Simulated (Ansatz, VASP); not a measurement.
HfO2 in VASP and in Ansatz

The input INCAR:

```
PREC = Accurate ; ENCUT = 520
EDIFF = 1E-6 ; ISMEAR = 0
SIGMA = 0.1 ; LREAL = F
LASPH = T ; NELM = 80
ALGO = Normal ; ISIF = 2
LWAVE = F ; LCHARG = T
GGA = PE ; LELF = T
LVHAR = T ; NBANDS = 31
```

File KPOINTS:

```
regular mesh
0
Gamma
  4 4 4
```

The input POSCAR:

```
HfO2
1.0
   -2.9102290756      2.9102290756      4.2682423711
    2.9102290756     -2.9102290756      4.2682423711
    2.9102290756      2.9102290756     -4.2682423711
Hf O
2 4
Direct
    0.0000000000      0.0000000000      0.0000000000
    0.7500000000      0.2500000000      0.5000000000
    0.3750000000      0.2174786141      0.3424786141
    0.9674786141      0.6250000000      0.8424786141
    0.7825213859      0.1250000000      0.1575213859
    0.8750000000      0.0325213859      0.6575213859
```

Input for Ansatz:

```yaml
crystal:
  lattice:
    - [-2.9102290756, 2.9102290756, 4.2682423711]
    - [2.9102290756, -2.9102290756, 4.2682423711]
    - [2.9102290756, 2.9102290756, -4.2682423711]
  atoms:
    - { symbol: Hf, position: [0.0, 0.0, 0.0] }
    - { symbol: Hf, position: [0.75, 0.25, 0.5] }
    - { symbol: O, position: [0.375, 0.2174786141, 0.3424786141] }
    - { symbol: O, position: [0.9674786141, 0.625, 0.8424786141] }
    - { symbol: O, position: [0.7825213859, 0.125, 0.1575213859] }
    - { symbol: O, position: [0.875, 0.0325213859, 0.6575213859] }
basis:
  ecutwfc: 420
kpoints:
  mp_grid: { grid: [4, 4, 4] }
hamiltonian:
  xc: pbe
scf:
  occupations: { method: gaussian, width: 0.1 }
output:
  forces: true
  stress: true
  eigenvalues: true
```

Alike in both runs: task single point; functional PBE; k mesh 4 × 4 × 4; occupations gaussian, width 0.1 eV; no spin polarisation.

```csv
,VASP,Ansatz
version,VASP 6.6.1,Ansatz 0.2.0
potentials or method,"VASP PAW PBE potentials, release 64 (Hf_pv, O), cutoff 520 eV","scalar-relativistic, plane waves, PAW"
valence electrons in the cell,44,76
```

Ansatz gave:

| Quantity | Value |
| --- | --- |
| gap on the k mesh at the Fermi level (eV) | 4.81 |
| least direct gap on the mesh (eV) | 4.81 |
| pressure (GPa) | 13.4 |
| traceless stress, the component that is largest in VASP (GPa) | -0.11 |
| rms of the force components (eV/Å) | 0.526 |

Q: What did VASP give for the same quantities?

A: gap on the k mesh at the Fermi level (eV): 4.84; least direct gap on the mesh (eV): 4.84; pressure (GPa): 12.8; traceless stress, the component that is largest in VASP (GPa): -0.10; rms of the force components (eV/Å): 0.496.

Atom by atom the forces differ by 0.030 eV/Å (rms over components). With one functional, cell and mesh, what is left measures potentials, basis and numerics. VASP's potentials hold 44 valence electrons a cell and Ansatz's 76, so a difference there can come from the potentials and not from the codes.

Neither program's run includes spin-orbit coupling.
